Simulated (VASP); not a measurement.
Wanted: the native input for a VASP 6.6.1 run.

- Task: single point
- Functional: PBEsol
- Potentials or basis: VASP PAW PBE potentials, release 64 (Ti_sv)
- Cutoff: 520 eV
- k mesh: 24 × 24 × 14
- Occupations: gaussian, width 0.15 eV
- Spin: no spin polarisation
- Dipole correction: no
- Further INCAR settings: ALGO = Fast; EDIFF = 1e-06; NBANDS = 19

The structure of Ti lies in POSCAR:

```
Ti
1.0
    2.9004352004      0.0000000000      0.0000000000
   -1.4502176002      2.6248838410      0.0000000000
    0.0000000000      0.0000000000      4.5909904469
Ti
2
Direct
    0.3333333333      0.6666666667      0.2500000000
    0.6666666667      0.3333333333      0.7500000000
```

This cell differs from its parent crystal: strain +0.0450 x Voigt [0, 1, 0, 0, 0, 0].

The input as run:

INCAR

```
ALGO = Fast
EDIFF = 1E-6
ENCUT = 520
GGA = PS
ISIF = 2
ISMEAR = 0
LASPH = T
LCHARG = F
LREAL = F
LWAVE = F
NBANDS = 19
NELM = 80
PREC = Accurate
SIGMA = 0.15
```

KPOINTS

```
k-points
0
Gamma
  24 24 14
```

Potentials or basis: VASP PAW PBE potentials, release 64 (Ti_sv).

The run is started by

```console
$ cat potpaw_PBE.64/Ti_sv/POTCAR > POTCAR
$ mpirun -np 1 vasp_std > vasp.out
```

It gave:

| Quantity | Value |
| --- | --- |
| Pressure | -5.1 GPa |
| Largest force | 0.114 eV/Å |
| Band gap on the k mesh | zero (bands 12 and 13 overlap by 1.36 eV) |

Caveat: the cell differs from its parent crystal (strain +0.0450 x Voigt [0, 1, 0, 0, 0, 0]); the cell stands under tension; the PAW data sets were made with another functional, which shifts forces and pressure a little.

Wall time 29 min on 1 thread of Intel(R) Xeon(R) Platinum 8124M CPU @ 3.00GHz (Skylake/Cascade Lake), with other jobs on the host, peak memory 0.73 GiB.
